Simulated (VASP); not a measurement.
Here is a VASP 6.6.1 calculation.

File INCAR:

```
PREC = Accurate
ENCUT = 520
EDIFF = 1E-6
ISMEAR = 0
SIGMA = 0.1
LREAL = False
LASPH = True
NELM = 80
ALGO = Normal
ISIF = 2
LWAVE = False
LCHARG = False
GGA = PE
NBANDS = 67
```

Contents of KPOINTS:

```
regular mesh
0
Gamma
  3 3 3
```

Contents of POSCAR:

```
LaGe3B
1.0
    6.3773250000      0.0061630000     -0.1926790000
    0.6312390000      5.3956050000      0.0899180000
    0.1624980000      0.7532430000      6.0775540000
Ge B La
6 2 2
Direct
    0.5363626345      0.9006175066      0.8717785298
    0.3293095818      0.8802897126      0.2756253833
    0.3690122725      0.3511579848      0.2005328940
    0.1051700102      0.5621676073      0.4490058115
    0.5516296351      0.6021106255      0.5628797150
    0.8832072529      0.7181134633      0.7663545505
    0.1841356627      0.6659883957      0.9455512416
    0.6151463381      0.6196372440      0.1446213789
    0.8036810676      0.1019375994      0.3775101693
    0.0800980438      0.1705229700      0.8645029113
```

Potentials or basis: VASP PAW PBE potentials, release 64 (Ge_d, B, La).

Run with:

```bash
$ cat potpaw_PBE.64/Ge_d/POTCAR potpaw_PBE.64/B/POTCAR potpaw_PBE.64/La/POTCAR > POTCAR
$ mpirun -np 1 vasp_std > vasp.out
```

(1) Estimate the largest force.

(2) Predict the pressure.

Answers

(1) 1.987 eV/Å.

(2) 3.4 GPa.

Caveat: the k points lie up to 0.39 Å⁻¹ apart.
